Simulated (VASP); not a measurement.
# SnO2 (Pnnm) in VASP: a series of runs

Runs on SnO2. Level: LDA. Tasks: single point.

Everything below comes from runs of VASP 6.6.1. Logs are shortened: lines on timing, memory, paths and dates and some standing lists are left out, and cuts for length are marked.

### 1 The cell of the first run

The structure is orthorhombic, space group Pnnm (No. 58). Conventional cell: a = 4.721 Å, b = 4.724 Å, c = 3.190 Å, α = 90.00°, β = 90.00°, γ = 90.00°. Within 2.7 Å of Sn (site symmetry 2/m) lie 6 O at 2.05 to 2.06 Å. O (site symmetry m) has 3 Sn at 2.05 to 2.06 Å and 1 O at 2.60 Å within 2.7 Å.

### 2 Single point, LDA (atoms displaced along a vibrational mode)

INCAR

```
PREC     = Accurate       # precision mode
ENCUT    = 520            # plane-wave cutoff, eV
EDIFF    = 1E-6           # SCF threshold, eV
ISMEAR   = 0              # smearing method
SIGMA    = 0.05           # smearing width, eV
LREAL    = False          # projectors in reciprocal space
LASPH    = True           # aspherical terms in the spheres
NELM     = 100            # most SCF steps
ALGO     = Normal         # electronic algorithm
ISIF     = 2              # what is computed and relaxed
LWAVE    = False          # write WAVECAR
LCHARG   = True           # write CHGCAR
LELF     = True           # ELF
LVHAR    = True         
NBANDS   = 35             # bands
```

KPOINTS

```
Automatic mesh
0
Gamma
  6 6 8
```

POSCAR

```
SnO2
1.0
    4.7212714761      0.0000000000      0.0000000000
    0.0000000000      4.7242464798      0.0000000000
    0.0000000000      0.0000000000      3.1900193999
Sn O
2 4
Direct
    0.5000000000      0.5000000000      0.5000000000
    0.0000000000      0.0000000000      0.0000000000
    0.3205383345      0.2915988398      0.0000000000
    0.8205383345      0.2084011602      0.5000000000
    0.1794616655      0.7915988398      0.5000000000
    0.6794616655      0.7084011602      0.0000000000
```

Potentials or basis: VASP PAW LDA potentials, release 64 (Sn_d, O).

On the command line:

```bash
> cat potpaw_LDA.64/Sn_d/POTCAR potpaw_LDA.64/O/POTCAR > POTCAR
> mpirun -np 1 vasp_std > vasp.out
```

OUTCAR:

```text
PREC = Accurate
   ENCUT = 520
   EDIFF = 1E-6
   ISMEAR = 0
   LREAL = False
   LASPH = True
   NELM = 100
   ISIF = 2

 ion  position               nearest neighbor table
   1  0.500  0.500  0.500-   4 2.05   5 2.05   3 2.06   6 2.06   3 2.06   6 2.06   2 3.70   2 3.70
                             2 3.70   2 3.70   2 3.70   2 3.70   2 3.70   2 3.70
   2  0.000  0.000  0.000-   3 2.05   6 2.05   5 2.06   4 2.06   4 2.06   5 2.06   1 3.70   1 3.70
                             1 3.70   1 3.70   1 3.70   1 3.70   1 3.70   1 3.70
   3  0.321  0.292  0.000-   2 2.05   1 2.06   1 2.06
   4  0.821  0.208  0.500-   1 2.05   2 2.06   2 2.06
   5  0.179  0.792  0.500-   1 2.05   2 2.06   2 2.06
   6  0.679  0.708  0.000-   2 2.05   1 2.06   1 2.06

  LATTYP: Found a simple orthorhombic cell.
 ALAT       =     3.1900193999
 B/A-ratio  =     1.4800134056
 C/A-ratio  =     1.4809460030

  Lattice vectors:

 A1 = (   0.0000000000,   0.0000000000,   3.1900193999)
 A2 = (   4.7212714761,   0.0000000000,   0.0000000000)
 A3 = (   0.0000000000,   4.7242464798,   0.0000000000)

Analysis of symmetry for initial positions (statically):
=====================================================================
 Subroutine PRICEL returns:
 Original cell was already a primitive cell.

 Routine SETGRP: Setting up the symmetry group for a
 simple orthorhombic supercell.

 Subroutine GETGRP returns: Found  8 space group operations
 (whereof  4 operations were pure point group operations)
 out of a pool of  8 trial point group operations.

The static configuration has the point symmetry C_2h.
 The point group associated with its full space group is D_2h.

Analysis of symmetry for dynamics (positions and initial velocities):
=====================================================================
 Subroutine PRICEL returns:
 Original cell was already a primitive cell.

 Routine SETGRP: Setting up the symmetry group for a
 simple orthorhombic supercell.

 Subroutine GETGRP returns: Found  8 space group operations
 (whereof  4 operations were pure point group operations)
 out of a pool of  8 trial point group operations.

The dynamic configuration has the point symmetry C_2h.
 The point group associated with its full space group is D_2h.

 Subroutine INISYM returns: Found  8 space group operations
 (whereof  4 operations are pure point group operations),
 and found     1 'primitive' translations

[... 98 lines left out ...]
   LSORBIT =      F    spin-orbit coupling
   LASPH  =      T    aspherical Exc in radial PAW
   ENCUT  =  520.0 eV  38.22 Ry    6.18 a.u.   8.78  8.78  5.93*2*pi/ulx,y,z
   NELM   =    100;   NELMIN=  2; NELMDL= -5     # of ELM steps
   EDIFF  = 0.1E-05   stopping-criterion for ELM
   LREAL  =      F    real-space projection
   EDIFFG = 0.1E-04   stopping-criterion for IOM
   NSW    =      0    number of steps for IOM
   IBRION =     -1    ionic relax: 0-MD 1-quasi-New 2-CG
   NFREE  =      0    steps in history (QN), initial steepest desc. (CG)
   ISIF   =      2    stress and relaxation
   ISYM   =      2    0-nonsym 1-usesym 2-fastsym
   POTIM  = 0.5000    time-step for ionic-motion
   TEBEG  =    0.0;   TEEND  =   0.0 temperature during run
   PSTRESS=    0.0 pullay stress
   NELECT =      52.0000    total number of electrons
   NUPDOWN=      -1.0000    fix difference up-down
   EMIN   =  10.00;   EMAX   =-10.00  energy-range for DOS
   EFERMI =   0.00;   METHOD = LEGACY
   ISMEAR =     0;   SIGMA  =   0.05  broadening in eV -4-tet -1-fermi 0-gaus
   EFERMI_NEDOS =   21; number of points for ismear=-14 and -15
   IALGO  =     38    algorithm
   IMIX   =      4    mixing-type and parameters
     AMIX     =   0.40;   BMIX     =  1.00
     AMIX_MAG =   1.60;   BMIX_MAG =  1.00
  volume/ion in A,a.u.               =      11.86        80.03
  Fermi-wavevector in a.u.,A,eV,Ry     =   1.474623  2.786633 29.586045  2.174513
  Thomas-Fermi vector in A             =   2.589372
   LORBIT       =      0    0 simple, 1 ext, 2 COOP (PROOUT), +10 PAW based schemes
   GGA     = CA    functional components
   LHFCALC =     F    Hartree Fock is set to
   AEXX    =    0.0000 exact exchange contribution
   IVDW    =     0    specifies the selected vdW correction
   LEPSILON=     F    determine dielectric tensor
   LRPA    =     F    only Hartree local field effects (RPA)
 non-spin polarized calculation
 Gauss-broadening in eV      SIGMA  =   0.05
  energy-cutoff  :      520.00
  volume of cell :       71.15
 maximum number of plane-waves:      1944
 NGX is ok and might be reduce to    36
   NGX = 17   NGY = 17   NGZ = 11

 number of electron      51.9999988 magnetization

 Free energy of the ion-electron system (eV)
  ---------------------------------------------------
  ext. energy  EPLUGINS =         0.00000000
  ---------------------------------------------------
  free energy    TOTEN  =       -42.26844082 eV

  energy without entropy =      -42.26844082  energy(sigma->0) =      -42.26844082

 E-fermi :   6.1701     XC(G=0): -11.8350

 val. band max:        5.8745564210   @ k =   0.0000   0.0000   0.0000
 cond. band min:       7.1339002004   @ k =   0.0000   0.0000   0.0000
 fundamental gap:      1.2593437794
 Fermi energy:         6.1700948713

 k-point     1 :       0.0000    0.0000    0.0000
  band No.  band energies     occupation
      1     -15.0753      2.00000
      2     -14.3011      2.00000
      3     -14.0325      2.00000
      4     -14.0147      2.00000
      5     -14.0085      2.00000
      6     -13.9332      2.00000
[... 901 lines left out ...]
     34      17.9139      0.00000
     35      18.2306      0.00000

 [... further k-points ...]
[... 5 lines left out ...]
  --------------------------------------------------------------------------------------
  -------------------------------------------------------------------------------------
  Total        0.4424455     -0.0621110      0.3932084      0.0000000      0.0000000      0.0000000
  in kB        9.9628938     -1.3986024      8.8541843      0.0000000      0.0000000      0.0000000
  external PRESSURE =       5.8061586 kB  Pullay stress =       0.0000000 kB

 VOLUME and BASIS-vectors are now :
 -----------------------------------------------------------------------------
  energy-cutoff  :      520.00
  volume of cell :       71.15
      direct lattice vectors                 reciprocal lattice vectors
     4.721271476  0.000000000  0.000000000     0.211807350  0.000000000  0.000000000
     0.000000000  4.724246480  0.000000000     0.000000000  0.211673968  0.000000000
     0.000000000  0.000000000  3.190019400     0.000000000  0.000000000  0.313477717

 POSITION                                       TOTAL-FORCE (eV/Angst)
 -----------------------------------------------------------------------------------
      2.36064      2.36212      1.59501         0.000000     -0.000000      0.000000
      0.00000      0.00000      0.00000         0.000000     -0.000000      0.000000
      1.51335      1.37758      0.00000        -0.040828      0.047889     -0.000000
      3.87398      0.98454      1.59501        -0.040828     -0.047889     -0.000000
      0.84729      3.73971      1.59501         0.040828      0.047889      0.000000
      3.20792      3.34666      0.00000         0.040828     -0.047889      0.000000
 -----------------------------------------------------------------------------------
    total drift:                                0.000000      0.000000      0.000000

  FREE ENERGIE OF THE ION-ELECTRON SYSTEM (eV)
  ---------------------------------------------------
  free  energy   TOTEN  =       -42.2684408187 eV

  energy  without entropy=      -42.2684408187  energy(sigma->0) =      -42.26844082
```

OSZICAR:

```text
N       E                     dE             d eps       ncg     rms          rms(c)
DAV:   1     0.625382413586E+03    0.62538E+03   -0.25622E+04  6213   0.234E+03
DAV:   2     0.522145729445E+02   -0.57317E+03   -0.54108E+03  5995   0.615E+02
DAV:   3    -0.432736443210E+02   -0.95488E+02   -0.93857E+02  6056   0.208E+02
DAV:   4    -0.483013282000E+02   -0.50277E+01   -0.49912E+01  7088   0.512E+01
DAV:   5    -0.484332686445E+02   -0.13194E+00   -0.13176E+00  7036   0.882E+00    0.158E+01
DAV:   6    -0.423355809993E+02    0.60977E+01   -0.16874E+01  8964   0.645E+01    0.641E+00
DAV:   7    -0.423626313711E+02   -0.27050E-01   -0.19736E+00  6480   0.791E+00    0.319E+00
DAV:   8    -0.422830996606E+02    0.79532E-01   -0.21419E-01  8687   0.423E+00    0.727E-01
DAV:   9    -0.422683183088E+02    0.14781E-01   -0.33239E-02  9255   0.304E+00    0.129E-01
DAV:  10    -0.422684278891E+02   -0.10958E-03   -0.33700E-03  7589   0.481E-01    0.499E-02
DAV:  11    -0.422684403742E+02   -0.12485E-04   -0.14161E-04  9052   0.136E-01    0.209E-02
DAV:  12    -0.422684434226E+02   -0.30484E-05   -0.15156E-05  6764   0.263E-02    0.136E-02
DAV:  13    -0.422684407542E+02    0.26684E-05   -0.92623E-06  7007   0.439E-02    0.148E-03
DAV:  14    -0.422684408187E+02   -0.64437E-07   -0.75378E-07  3628   0.812E-03
   1 F= -.42268441E+02 E0= -.42268441E+02  d E =-.657618E-19
```

It took 86 s on 1 thread of AMD EPYC 9R45 (Zen 5), shared host; peak memory 0.23 GiB.

Results:

| Item | Value |
| --- | --- |
| Free energy | -42.2684 eV |
| Pressure | 0.6 GPa |
| Largest force | 0.063 eV/Å |
| Band gap on the k mesh | 1.26 eV |

Forces on the atoms (eV/Å):
```
Sn   0.000  0.000  0.000
Sn   0.000  0.000  0.000
O   -0.041  0.048  0.000
O   -0.041 -0.048  0.000
O    0.041  0.048  0.000
O    0.041 -0.048  0.000
```

Levels at points of the mesh, in eV from the valence-band top:
```
           k point  band 22  band 23  band 24  band 25  band 26  band 27  band 28  band 29  band 30  band 31
(0.00, 0.00, 0.00)    -1.26    -1.16    -0.76    -0.69     0.00     1.26     5.99     6.12     6.18    10.27
(0.50, 0.00, 0.00)    -2.07    -1.17    -1.17    -0.66    -0.66     4.47     4.47     7.14     7.14    10.76
(0.00, 0.50, 0.00)    -1.86    -1.17    -1.17    -0.49    -0.49     4.30     4.30     6.64     6.64    10.92
(0.50, 0.50, 0.00)    -2.02    -1.30    -1.30    -0.83    -0.83     4.79     4.79     7.35     7.35    10.86
(0.00, 0.00, 0.50)    -2.67    -1.67    -1.67    -1.18    -1.18     6.09     6.09     9.56     9.56    10.39
(0.50, 0.00, 0.50)    -1.57    -1.16    -1.16    -0.60    -0.60     6.32     6.32     7.83     7.83    11.10
(0.00, 0.50, 0.50)    -1.86    -1.00    -1.00    -0.74    -0.74     6.41     6.41     8.03     8.03    10.54
(0.50, 0.50, 0.50)    -2.38    -0.94    -0.94    -0.76    -0.76     4.76     4.76     8.71     8.71    10.83
```

Caveat: the cell differs from its parent crystal (atoms displaced along a vibrational mode); spin-orbit coupling is left out, which moves the levels of the heavy elements.

### 3 Single point, LDA (atoms displaced along a vibrational mode)

INCAR

```
SYSTEM = SnO2
PREC = Accurate
ENCUT = 520
EDIFF = 1E-7
ISMEAR = 0
SIGMA = 0.05
LREAL = .False.
LASPH = .True.
NELM = 80
ALGO = Normal
ISIF = 2
LWAVE = .False.
LCHARG = .False.
NBANDS = 35
```

KPOINTS

```
regular mesh
0
Gamma
  6 6 8
  0 0 0
```

POSCAR

```
SnO2
1.0
    4.7212714761      0.0000000000      0.0000000000
    0.0000000000      4.7242464798      0.0000000000
    0.0000000000      0.0000000000      3.1900193999
Sn O
2 4
Direct
    0.5000000000      0.5000000000      0.5000000000
    0.0000000000      0.0000000000      0.0000000000
    0.2980812855      0.3140587589      0.0000000000
    0.7980812855      0.1859412411      0.5000000000
    0.2019187145      0.8140587589      0.5000000000
    0.7019187145      0.6859412411      0.0000000000
```

Potentials or basis: VASP PAW LDA potentials, release 64 (Sn_d, O).

On the command line:

```bash
> cat potpaw_LDA.64/Sn_d/POTCAR potpaw_LDA.64/O/POTCAR > POTCAR
> mpirun -np 1 vasp_std > vasp.out
```

Wall time 92 s (1 thread of AMD EPYC 9R45 (Zen 5), shared host); peak memory 0.23 GiB.

Results (log left out):

```yaml
Free_energy: -42.2767 eV
Pressure: 0.9 GPa
Largest_force: 0.034 eV/Å
Band_gap_on_the_k_mesh: 1.22 eV
```

Forces in eV/Å, atoms in the order of the input:
```
Sn   0.000  0.000  0.000
Sn   0.000  0.000  0.000
O    0.011 -0.032  0.000
O    0.011  0.032  0.000
O   -0.011 -0.032  0.000
O   -0.011  0.032  0.000
```

Stress tensor (GPa, compression positive):
```
0.48 0.00 0.00
0.00 1.04 0.00
0.00 0.00 1.25
```

Levels at points of the mesh, in eV from the valence-band top:
```csv
k point,band 22,band 23,band 24,band 25,band 26,band 27,band 28,band 29,band 30,band 31
"(0.00, 0.00, 0.00)",-1.28,-1.23,-0.80,-0.77,0.00,1.22,5.97,6.08,6.12,10.16
"(0.50, 0.00, 0.00)",-1.95,-1.21,-1.21,-0.58,-0.58,4.32,4.32,6.71,6.71,10.88
"(0.00, 0.50, 0.00)",-2.07,-1.22,-1.22,-0.68,-0.68,4.41,4.41,6.99,6.99,10.79
"(0.50, 0.50, 0.00)",-2.05,-1.34,-1.34,-0.89,-0.89,4.76,4.76,7.33,7.33,10.84
"(0.00, 0.00, 0.50)",-2.70,-1.71,-1.71,-1.25,-1.25,6.08,6.08,9.55,9.55,10.40
"(0.50, 0.00, 0.50)",-1.85,-1.07,-1.07,-0.74,-0.74,6.39,6.39,7.97,7.97,10.63
"(0.00, 0.50, 0.50)",-1.68,-1.17,-1.17,-0.66,-0.66,6.33,6.33,7.85,7.85,10.94
"(0.50, 0.50, 0.50)",-2.42,-0.97,-0.97,-0.82,-0.82,4.74,4.74,8.66,8.66,10.79
```

Caveat: the cell differs from its parent crystal (atoms displaced along a vibrational mode); spin-orbit coupling is left out, which moves the levels of the heavy elements.
